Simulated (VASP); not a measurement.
A run of VASP 6.6.1:

File POSCAR:

```
TiO2
1.0
   -1.8921000000      1.8921000000      4.7573000000
    1.8921000000     -1.8921000000      4.7573000000
    1.8921000000      1.8921000000     -4.7573000000
Ti O
2 4
Direct
    0.7500000000      0.2500000000      0.5000000000
    0.0000000000      0.0000000000      0.0000000000
    0.7919000000      0.7919000000      0.0000000000
    0.5419000000      0.0419000000      0.5000000000
    0.9581000000      0.4581000000      0.5000000000
    0.2081000000      0.2081000000      0.0000000000
```

Contents of INCAR.step1:

```
PREC = Accurate
ENCUT = 520
ISMEAR = -1
SIGMA = 0.05
LREAL = F
LASPH = T
NELM = 80
NBANDS = 33
GGA = PE
ALGO = Normal
EDIFF = 1E-4
LWAVE = T
LCHARG = F
```

File INCAR.step2:

```
PREC = Accurate
ENCUT = 520
EDIFF = 1E-7
ISMEAR = -1
SIGMA = 0.05
LREAL = F
LASPH = T
NELM = 80
ALGO = Normal
ISIF = 2
LWAVE = F
LCHARG = F
METAGGA = R2SCAN
LMIXTAU = T
LUSE_VDW = T
IVDW_NL = 2
BPARAM = 11.95
CPARAM = 0.0093
NBANDS = 33
ISTART = 1
```

Contents of KPOINTS:

```
regular mesh
0
Gamma
  10 10 10
```

Potentials or basis: VASP PAW PBE potentials, release 64 (Ti_sv, O).

Launch:

```bash
$ cat potpaw_PBE.64/Ti_sv/POTCAR potpaw_PBE.64/O/POTCAR > POTCAR
$ cp INCAR.step1 INCAR
$ mpirun -np 1 vasp_std > vasp.out
$ cp INCAR.step2 INCAR
$ mpirun -np 1 vasp_std > vasp.out
```

Hardware: 1 thread of Intel(R) Xeon(R) 6975P-C (Granite Rapids), with other jobs on the host.

Task: How long does it take, and how much memory?

Result: Wall time 16 min on 1 thread of Intel(R) Xeon(R) 6975P-C (Granite Rapids), with other jobs on the host, peak memory 0.65 GiB. Counts: k points 102.
